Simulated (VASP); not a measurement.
PC2:

```
P C
1.0
     3.24691    0.00000    0.00000
    -1.62345    2.81191    0.00000
     0.00000    0.00000   11.62507
P C
2 4
Cartesian
  0.0000 0.0000 0.0000
  0.0000 0.0000 5.8125
  0.0000 1.8746 10.5423
  0.0000 1.8746 6.8953
  1.6235 0.9373 1.0828
  1.6235 0.9373 4.7297
```

```yaml
Program: VASP 6.6.1
Task: relaxation of cell and atoms
Functional: PBE
Potentials_or_basis: VASP PAW PBE potentials, release 64 (P, C)
Cutoff: 600 eV
k_mesh: 6 × 6 × 2
Occupations: gaussian, width 0.1 eV
Spin: no spin polarisation
```

At the start: pressure -22.4 GPa; volume 17.69 Å³/atom.

**Question.** Where does the relaxation end?

**Answer.** Over 42 steps the energy falls by 1870.0 meV/atom and the volume is 8.20 Å³/atom (-53.6 %); space group P6_3/mmc (No. 194, to 0.05 Å).

Step by step:
| step | energy change (eV) | largest force (eV/Å) | pressure (GPa) | volume (Å³) |
| --- | --- | --- | --- | --- |
| 1 | 0.0000 | 2.5707 | -22.45 | 106.14 |
| 3 | -3.4703 | 0.1696 | -0.44 | 77.77 |
| 5 | -3.4936 | 0.1005 | 0.24 | 77.18 |
| 7 | -3.5513 | 0.0719 | -0.56 | 76.86 |
| 9 | -3.5690 | 0.0741 | -1.28 | 76.68 |
| 11 | -3.5809 | 0.4179 | 0.94 | 74.47 |
| 13 | -3.5878 | 0.4383 | 1.04 | 73.97 |
| 15 | -3.6741 | 0.7083 | 1.95 | 69.79 |
| 17 | -5.4912 | 5.5229 | 14.29 | 53.37 |
| 19 | -2.6325 | 5.6560 | 40.12 | 52.39 |
| 21 | -1.9400 | 8.0636 | 94.27 | 41.80 |
| 23 | -2.2832 | 8.4914 | 80.64 | 43.46 |
| 25 | -2.6752 | 8.1091 | 78.57 | 43.33 |
| 27 | -6.3325 | 6.4302 | 28.86 | 47.80 |
| 29 | -8.7440 | 1.3725 | -10.82 | 56.18 |
| 31 | -10.0936 | 0.3534 | -11.40 | 55.32 |
| 33 | -10.6524 | 2.3292 | -11.57 | 54.36 |
| 35 | -11.0407 | 0.1948 | -15.14 | 52.48 |
| 37 | -11.1928 | 0.0584 | -6.14 | 50.31 |
| 39 | -11.2168 | 0.1914 | -0.17 | 49.15 |
| 41 | -11.2196 | 0.0723 | 0.16 | 49.20 |
| 42 | -11.2199 | 0.0269 | 0.12 | 49.22 |

Final structure:
```
P C
1.0
     2.84138    0.00000    0.00000
    -1.42069    2.46070    0.00000
     0.00000    0.00000    7.03948
P C
2 4
Direct
  0.00000 0.00000 0.00000
  0.00000 0.00000 0.50000
  0.33333 0.66667 0.85051
  0.33333 0.66667 0.64949
  0.66667 0.33333 0.14949
  0.66667 0.33333 0.35051
```

Caveat: the k points lie up to 0.45 Å⁻¹ apart in the final cell; the volume moved by over 15 % at a fixed basis, so the end points are rough; this functional lacks dispersion, which binds the layers, so the pressure and a relaxed spacing across them are unreliable.
